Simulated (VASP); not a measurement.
# CdS (Greenockite) (P6_3mc) in VASP: notebook, part 2 of 2

VASP 6.6.1. The steps go on from the part before.

### 4 Single point, PBEsol

This run uses another cell than the first one, of 20.11 Å³/atom, 1.168 times its volume.

File INCAR:

```
SYSTEM = CdS
ALGO = Normal
EDIFF = 1E-6
ENCUT = 520
GGA = PS
ISIF = 2
ISMEAR = 0
LASPH = .TRUE.
LCHARG = .FALSE.
LREAL = .FALSE.
LWAVE = .FALSE.
NBANDS = 26
NELM = 100
PREC = Accurate
SIGMA = 0.01
```

File KPOINTS:

```
k-points
0
G
  6 6 4
  0 0 0
```

File POSCAR:

```
CdS
1.0
    3.8053414581      0.0000000000      0.0000000000
   -1.9026707291      3.2955223728      0.0000000000
    0.0000000000      0.0000000000      6.4129392946
Cd S
2 2
Direct
    0.3333333333      0.6666666667      0.0046668613
    0.6666666667      0.3333333333      0.5046668613
    0.3333333333      0.6666666667      0.3703331387
    0.6666666667      0.3333333333      0.8703331387
```

Potentials or basis: VASP PAW PBE potentials, release 64 (Cd, S).

Started as:

```bash
$ cat potpaw_PBE.64/Cd/POTCAR potpaw_PBE.64/S/POTCAR > POTCAR
$ mpirun -np 1 vasp_std > vasp.out
```

OUTCAR:

```text
SYSTEM = CdS
   EDIFF = 1E-6
   ENCUT = 520
   GGA = PS
   ISIF = 2
   ISMEAR = 0
   LASPH = .TRUE.
   LREAL = .FALSE.
   NELM = 100
   PREC = Accurate

 ion  position               nearest neighbor table
   1  0.333  0.667  0.005-   3 2.34   4 2.36   4 2.36   4 2.36
   2  0.667  0.333  0.505-   4 2.34   3 2.36   3 2.36   3 2.36
   3  0.333  0.667  0.370-   1 2.34   2 2.36   2 2.36   2 2.36
   4  0.667  0.333  0.870-   2 2.34   1 2.36   1 2.36   1 2.36

  LATTYP: Found a hexagonal cell.
 ALAT       =     3.8053414581
 C/A-ratio  =     1.6852467420

  Lattice vectors:

 A1 = (   3.8053414581,   0.0000000000,   0.0000000000)
 A2 = (  -1.9026707291,   3.2955223728,   0.0000000000)
 A3 = (   0.0000000000,   0.0000000000,   6.4129392946)

Analysis of symmetry for initial positions (statically):
=====================================================================
 Subroutine PRICEL returns:
 Original cell was already a primitive cell.

 Routine SETGRP: Setting up the symmetry group for a
 hexagonal supercell.

 Subroutine GETGRP returns: Found 12 space group operations
 (whereof  6 operations were pure point group operations)
 out of a pool of 24 trial point group operations.

The static configuration has the point symmetry C_3v.
 The point group associated with its full space group is C_6v.

Analysis of symmetry for dynamics (positions and initial velocities):
=====================================================================
 Subroutine PRICEL returns:
 Original cell was already a primitive cell.

 Routine SETGRP: Setting up the symmetry group for a
 hexagonal supercell.

 Subroutine GETGRP returns: Found 12 space group operations
 (whereof  6 operations were pure point group operations)
 out of a pool of 24 trial point group operations.

The dynamic configuration has the point symmetry C_3v.
 The point group associated with its full space group is C_6v.

 Subroutine INISYM returns: Found 12 space group operations
 (whereof  6 operations are pure point group operations),
 and found     1 'primitive' translations

----------------------------------------------------------------------------------------

                                     Primitive cell

  volume of cell :      80.4220

  direct lattice vectors                    reciprocal lattice vectors
     3.805341458  0.000000000  0.000000000     0.262788507  0.151721015  0.000000000
    -1.902670729  3.295522373  0.000000000     0.000000000  0.303442030  0.000000000
     0.000000000  0.000000000  6.412939295     0.000000000  0.000000000  0.155934737

  length of vectors
     3.805341458  3.805341458  6.412939295     0.303442030  0.303442030  0.155934737

  position of ions in fractional coordinates (direct lattice)
     0.333333333  0.666666667  0.004666861
     0.666666667  0.333333333  0.504666861
     0.333333333  0.666666667  0.370333139
     0.666666667  0.333333333  0.870333139

  ion indices of the primitive-cell ions
   primitive index   ion index
                 1           1
                 2           2
                 3           3
                 4           4

----------------------------------------------------------------------------------------

 KPOINTS: k-points

Automatic generation of k-mesh.
 Grid dimensions read from file:
 generate k-points for:    6    6    4

 Generating k-lattice:

  Cartesian coordinates                     Fractional coordinates (reciprocal lattice)
     0.043798084  0.025286836  0.000000000     0.166666667  0.000000000  0.000000000
     0.000000000  0.050573672  0.000000000     0.000000000  0.166666667  0.000000000
     0.000000000  0.000000000  0.038983684     0.000000000  0.000000000  0.250000000

  Length of vectors
     0.050573672  0.050573672  0.038983684

  Shift w.r.t. Gamma in fractional coordinates (k-lattice)
     0.000000000  0.000000000  0.000000000

 Subroutine IBZKPT returns following result:
 ===========================================

 Found     21 irreducible k-points:

 Following reciprocal coordinates:
            Coordinates               Weight
  0.000000  0.000000  0.000000      1.000000
  0.166667  0.000000  0.000000      6.000000
  0.333333  0.000000  0.000000      6.000000
  0.500000  0.000000  0.000000      3.000000
  0.166667  0.166667  0.000000      6.000000
  0.333333  0.166667  0.000000     12.000000
[... 13 lines left out ...]
  0.333333  0.166667  0.500000     12.000000
  0.333333  0.333333  0.500000      2.000000
   k-points           NKPTS =     21   k-points in BZ     NKDIM =     21   number of bands    NBANDS=     26
   number of dos      NEDOS =    301   number of ions     NIONS =      4
   total plane-waves  NPLWV =  37632
   dimension x,y,z NGX =    28 NGY =   28 NGZ =   48
   dimension x,y,z NGXF=    56 NGYF=   56 NGZF=   96
   ions per type =               2   2
   NGX,Y,Z   is equivalent  to a cutoff of  12.23, 12.23, 12.44 a.u.
   NGXF,Y,Z  is equivalent  to a cutoff of  24.47, 24.47, 24.89 a.u.
 SYSTEM =  CdS
   PREC   = accura    normal or accurate (medium, high low for compatibility)
   ISTART =      0    job   : 0-new  1-cont  2-samecut
   ICHARG =      2    charge: 1-file 2-atom 10-const
   ISPIN  =      1    spin polarized calculation?
   LNONCOLLINEAR =      F non collinear calculations
   LSORBIT =      F    spin-orbit coupling
   LASPH  =      T    aspherical Exc in radial PAW
   ENCUT  =  520.0 eV  38.22 Ry    6.18 a.u.   7.08  7.08 11.92*2*pi/ulx,y,z
   NELM   =    100;   NELMIN=  2; NELMDL= -5     # of ELM steps
   EDIFF  = 0.1E-05   stopping-criterion for ELM
   LREAL  =      F    real-space projection
   EDIFFG = 0.1E-04   stopping-criterion for IOM
   NSW    =      0    number of steps for IOM
   IBRION =     -1    ionic relax: 0-MD 1-quasi-New 2-CG
   NFREE  =      0    steps in history (QN), initial steepest desc. (CG)
   ISIF   =      2    stress and relaxation
   ISYM   =      2    0-nonsym 1-usesym 2-fastsym
   POTIM  = 0.5000    time-step for ionic-motion
   TEBEG  =    0.0;   TEEND  =   0.0 temperature during run
   PSTRESS=    0.0 pullay stress
   NELECT =      36.0000    total number of electrons
   NUPDOWN=      -1.0000    fix difference up-down
   EMIN   =  10.00;   EMAX   =-10.00  energy-range for DOS
   EFERMI =   0.00;   METHOD = LEGACY
   ISMEAR =     0;   SIGMA  =   0.01  broadening in eV -4-tet -1-fermi 0-gaus
   EFERMI_NEDOS =   21; number of points for ismear=-14 and -15
   IALGO  =     38    algorithm
   IMIX   =      4    mixing-type and parameters
     AMIX     =   0.40;   BMIX     =  1.00
     AMIX_MAG =   1.60;   BMIX_MAG =  1.00
  volume/ion in A,a.u.               =      20.11       135.68
  Fermi-wavevector in a.u.,A,eV,Ry     =   1.252326  2.366553 21.338287  1.568320
  Thomas-Fermi vector in A             =   2.386231
   LORBIT       =      0    0 simple, 1 ext, 2 COOP (PROOUT), +10 PAW based schemes
   GGA     = PS    functional components
   LHFCALC =     F    Hartree Fock is set to
   AEXX    =    0.0000 exact exchange contribution
   IVDW    =     0    specifies the selected vdW correction
   LEPSILON=     F    determine dielectric tensor
   LRPA    =     F    only Hartree local field effects (RPA)
 non-spin polarized calculation
 Gauss-broadening in eV      SIGMA  =   0.01
  energy-cutoff  :      520.00
  volume of cell :       80.42
 maximum number of plane-waves:      2192
   NGX = 15   NGY = 15   NGZ = 23

 number of electron      35.9999996 magnetization

 Free energy of the ion-electron system (eV)
  ---------------------------------------------------
  ext. energy  EPLUGINS =         0.00000000
  ---------------------------------------------------
  free energy    TOTEN  =       -12.59737407 eV

  energy without entropy =      -12.59737407  energy(sigma->0) =      -12.59737407

 E-fermi :   3.4074     XC(G=0): -10.4009

 val. band max:        3.3490901438   @ k =   0.0000   0.0000   0.0000
 cond. band min:       4.7724628999   @ k =   0.0000   0.0000   0.0000
 fundamental gap:      1.4233727561
 Fermi energy:         3.4073838445

 k-point     1 :       0.0000    0.0000    0.0000
  band No.  band energies     occupation
      1     -10.6498      2.00000
      2      -9.9869      2.00000
      3      -5.5560      2.00000
      4      -5.4510      2.00000
      5      -5.4510      2.00000
      6      -5.3002      2.00000
[... 598 lines left out ...]
     25      12.5529      0.00000
     26      12.5529      0.00000

------------------------ aborting loop because EDIFF is reached ----------------------------------------

  FORCE on cell =-STRESS in cart. coord.  units (eV):
  Direction    XX          YY          ZZ          XY          YZ          ZX
  --------------------------------------------------------------------------------------
  -------------------------------------------------------------------------------------
  Total       10.4983913     10.4983913     10.5452960     -0.0000000      0.0000000      0.0000000
  in kB      209.1502134    209.1502134    210.0846548     -0.0000000      0.0000000      0.0000000
  external PRESSURE =     209.4616938 kB  Pullay stress =       0.0000000 kB

 VOLUME and BASIS-vectors are now :
 -----------------------------------------------------------------------------
  energy-cutoff  :      520.00
  volume of cell :       80.42
      direct lattice vectors                 reciprocal lattice vectors
     3.805341458  0.000000000  0.000000000     0.262788507  0.151721015  0.000000000
    -1.902670729  3.295522373  0.000000000     0.000000000  0.303442030  0.000000000
     0.000000000  0.000000000  6.412939295     0.000000000  0.000000000  0.155934737

 POSITION                                       TOTAL-FORCE (eV/Angst)
 -----------------------------------------------------------------------------------
     -0.00000      2.19701      0.02993        -0.000000      0.000000      0.002361
      1.90267      1.09851      3.23640         0.000000     -0.000000      0.002361
     -0.00000      2.19701      2.37492         0.000000     -0.000000     -0.002361
      1.90267      1.09851      5.58139        -0.000000      0.000000     -0.002361
 -----------------------------------------------------------------------------------
    total drift:                               -0.000000      0.000000     -0.000141

  FREE ENERGIE OF THE ION-ELECTRON SYSTEM (eV)
  ---------------------------------------------------
  free  energy   TOTEN  =       -12.5973740670 eV

  energy  without entropy=      -12.5973740670  energy(sigma->0) =      -12.59737407
```

stdout:

```text
POSCAR found type information on POSCAR CdS
 POSCAR found :  2 types and       4 ions
 scaLAPACK will be used
 -----------------------------------------------------------------------------
|                                                                             |
|                                                                             |
|     You enforced a specific xc type in the INCAR file but a different       |
|     I HOPE YOU KNOW WHAT YOU ARE DOING!                                     |
|                                                                             |
 -----------------------------------------------------------------------------

 LDA part: xc-table for (Slater+PW92), standard interpolation
 POSCAR, INCAR and KPOINTS ok, starting setup
 FFT: planning ... GRIDC
 FFT: planning ... GRID_SOFT
 FFT: planning ... GRID
 WAVECAR not read
 entering main loop
```

Run time: 52 s. Hardware: 1 thread of AMD EPYC 7R43 (Zen 3), shared host; peak memory 0.16 GiB.

Results:

```
Free energy            : -12.5974 eV
Pressure               : 20.9 GPa
Band gap on the k mesh : 1.42 eV, direct
```

Forces on the atoms (eV/Å):
```
Cd   0.000  0.000  0.002
Cd   0.000  0.000  0.002
S    0.000  0.000 -0.002
S    0.000  0.000 -0.002
```

Caveat: the PAW data sets were made with another functional, which shifts forces and pressure a little. As with any semilocal functional, this PBEsol gap is likely too small.

### 5 Single point, PBEsol

This run uses another cell than the first one, of 21.84 Å³/atom, 1.269 times its volume.

File INCAR:

```
  PREC = Accurate
  ENCUT = 520
  EDIFF = 1E-6
  ISMEAR = 0
  SIGMA = 0.01
  LREAL = F
  LASPH = T
  NELM = 100
  ALGO = Normal
  ISIF = 2
  LWAVE = F
  LCHARG = F
  GGA = PS
  NBANDS = 26
```

File KPOINTS:

```
Automatic mesh
0
Gamma
  6 6 4
```

File POSCAR:

```
CdS
1.0
    3.9551842084      0.0000000000      0.0000000000
   -1.9775921042      3.4252900011      0.0000000000
    0.0000000000      0.0000000000      6.4495074531
Cd S
2 2
Direct
    0.3333333333      0.6666666667     -0.0003221574
    0.6666666667      0.3333333333      0.4996778426
    0.3333333333      0.6666666667      0.3753221574
    0.6666666667      0.3333333333      0.8753221574
```

Started as:

```bash
$ cat potpaw_PBE.64/Cd/POTCAR potpaw_PBE.64/S/POTCAR > POTCAR
$ mpirun -np 1 vasp_std > vasp.out
```

It took 70 s on 1 thread of AMD EPYC 7R43 (Zen 3), shared host; peak memory 0.17 GiB.

The run converged. Its results:

* Free energy: -13.2716 eV
* Pressure: 10.7 GPa
* Band gap on the k mesh: 1.36 eV, direct

Forces in eV/Å, atoms in the order of the input:
```
Cd   0.000  0.000  0.002
Cd   0.000  0.000  0.002
S    0.000  0.000 -0.002
S    0.000  0.000 -0.002
```

Levels at points of the mesh, in eV from the valence-band top:
```csv
k point,band 14,band 15,band 16,band 17,band 18,band 19,band 20,band 21,band 22,band 23
"(0.00, 0.00, 0.00)",-0.98,-0.98,-0.08,0.00,0.00,1.36,2.82,6.32,6.32,6.58
"(0.50, 0.00, 0.00)",-4.17,-3.35,-2.41,-1.71,-0.98,3.69,3.85,4.87,6.76,6.88
"(0.00, 0.00, 0.50)",-2.85,-0.51,-0.51,-0.51,-0.51,2.98,2.98,6.18,6.18,6.70
"(0.50, 0.00, 0.50)",-4.94,-1.73,-1.73,-1.70,-1.70,3.34,3.34,5.29,5.29,8.15
```

Caveat: the PAW data sets were made with another functional, which shifts forces and pressure a little.

### 6 Summary

```tsv
cell	gap on the mesh (eV)	pressure (GPa)	largest force (eV/Å)
a = 3.383, b = 3.383, c = 6.951 Å, angles 90.0, 90.0, 120.0°, 4 atoms	0.34	41.6	0.01
a = 3.555, b = 3.555, c = 6.766 Å, angles 90.0, 90.0, 120.0°, 4 atoms	0.92	31.3	0.01
a = 3.805, b = 3.805, c = 6.413 Å, angles 90.0, 90.0, 120.0°, 4 atoms	1.42	20.9	-
a = 3.955, b = 3.955, c = 6.450 Å, angles 90.0, 90.0, 120.0°, 4 atoms	1.36	10.7	-
```

Alike in all rows: task single point; level PBEsol; potentials or basis VASP PAW PBE potentials, release 64 (Cd, S); no spin polarisation; k mesh 6 × 6 × 4; cutoff (eV) 520; smearing gaussian 0.01 eV.

Caveats: the PAW data sets were made with another functional, which shifts forces and pressure a little.

Absolute energies hang on the potentials; compare differences alone.
